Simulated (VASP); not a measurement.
A run of VASP 6.6.1 is set up as follows.

The input INCAR:

```
SYSTEM = H2RuCl
PREC = Accurate ; ENCUT = 520
EDIFF = 1E-6 ; ISMEAR = 0
SIGMA = 0.1 ; LREAL = .False.
LASPH = .True. ; NELM = 60
ALGO = Normal ; ISIF = 2
LWAVE = .False. ; LCHARG = .False.
GGA = PE ; NBANDS = 33
```

KPOINTS

```
regular mesh
0
Gamma
  4 4 6
  0 0 0
```

Contents of POSCAR:

```
H2RuCl
1.0
    5.6556886456      0.0000000000      0.0000000000
    0.0000000000      4.5934882685      0.0000000000
    0.0000000000      0.0000000000      3.2670111899
H Ru Cl
4 2 2
Direct
    0.9245800401      0.0000000000      0.2707937978
    0.4245800401      0.0000000000      0.7292062022
    0.0754199599      0.0000000000      0.7292062022
    0.5754199599      0.0000000000      0.2707937978
    0.2500000000      0.0000000000      0.1708665191
    0.7500000000      0.0000000000      0.8291334809
    0.2500000000      0.5000000000      0.2841844823
    0.7500000000      0.5000000000      0.7158155177
```

Potentials or basis: VASP PAW PBE potentials, release 64 (H, Ru_pv, Cl).

Command:

```sh
$ cat potpaw_PBE.64/H/POTCAR potpaw_PBE.64/Ru_pv/POTCAR potpaw_PBE.64/Cl/POTCAR > POTCAR
$ mpirun -np 1 vasp_std > vasp.out
```

**Question.** Predict the pressure.

**Answer.** -0.1 GPa.

**Question.** Predict the largest force.

**Answer.** 0.283 eV/Å.

**Question.** What does it give for the band gap on the k mesh?

**Answer.** Zero (bands 23 and 24 overlap by 1.10 eV).

Forces in eV/Å, atoms in the order of the input:
```
H    0.012  0.000  0.008
H    0.012  0.000 -0.008
H   -0.012  0.000 -0.008
H   -0.012  0.000  0.008
Ru   0.000  0.000  0.283
Ru   0.000  0.000 -0.283
Cl   0.000  0.000 -0.196
Cl   0.000  0.000  0.196
```
